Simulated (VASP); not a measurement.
HfN, 16 atoms in the cell. The structure is cubic, space group Fm-3m (No. 225). The conventional cell has a = 4.512 Å, b = 4.512 Å, c = 4.512 Å, α = 90.00°, β = 90.00°, γ = 90.00°. Hf (site symmetry m-3m) has 6 N at 2.26 Å within 3.0 Å. N (site symmetry m-3m) has 6 Hf at 2.26 Å within 3.0 Å. 

| Item | Value |
| --- | --- |
| Program | VASP 6.6.1 |
| Task | single point |
| Functional | PBE |
| Dispersion | D3(BJ) |
| Potentials or basis | VASP PAW PBE potentials, release 64 (Hf_pv, N) |
| Cutoff | 600 eV |
| k mesh | 3 × 3 × 3 |
| Occupations | fermi-dirac, width 0.1 eV |
| Spin | no spin polarisation |
| Dipole correction | no |
| Further INCAR settings | ALGO = Normal; EDIFF = 1e-06; NBANDS = 74 |

Potentials or basis: VASP PAW PBE potentials, release 64 (Hf_pv, N).

Run with:

```console
$ cat potpaw_PBE.64/Hf_pv/POTCAR potpaw_PBE.64/N/POTCAR > POTCAR
$ mpirun -np 1 vasp_std > vasp.out
```

Hardware: 1 thread of Intel(R) Xeon(R) Platinum 8559C (Emerald Rapids), on a shared host.

Q: Estimate the wall time of this run.

A: Wall time 81 s on 1 thread of Intel(R) Xeon(R) Platinum 8559C (Emerald Rapids), with other jobs on the host, peak memory 0.4 GiB. Counts: scf iterations 14, k points 4.
